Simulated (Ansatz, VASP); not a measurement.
**Two plane-wave programs on SiC**

```xyz
2
Lattice="0.0000 2.1784 2.1784 2.1784 0.0000 2.1784 2.1784 2.1784 0.0000" Properties=species:S:1:pos:R:3 pbc="T T T"
Si    0.0257    0.0000    0.0205
C     3.2076    3.2676    3.2196
```

Change from the starting cell: mode 4 frozen in at -0.060 Å and mode 5 at -0.048 Å (largest displacements).

Alike in both runs: task single point; functional PBEsol; k mesh 10 × 10 × 10; occupations gaussian, width 0.05 eV; no spin polarisation.

```csv
,VASP,Ansatz
version,VASP 6.6.1,Ansatz 0.2.0
potentials or method,"VASP PAW PBE potentials, release 64 (Si, C), cutoff 520 eV","scalar-relativistic, plane waves, PAW"
valence electrons in the cell,8,8
```

VASP gave:

* gap on the k mesh at the Fermi level (eV): 0.72
* least direct gap on the mesh (eV): 4.21
* pressure (GPa): 1.8
* traceless stress, the component that is largest in VASP (GPa): -5.86
* rms of the force components (eV/Å): 1.249

Estimate Ansatz's values.

gap on the k mesh at the Fermi level (eV): 0.73; least direct gap on the mesh (eV): 4.22; pressure (GPa): 1.4; traceless stress, the component that is largest in VASP (GPa): -5.79; rms of the force components (eV/Å): 1.245.

VASP's potentials were made for PBE, not for PBEsol. Atom by atom the forces differ by 0.004 eV/Å (rms over components).
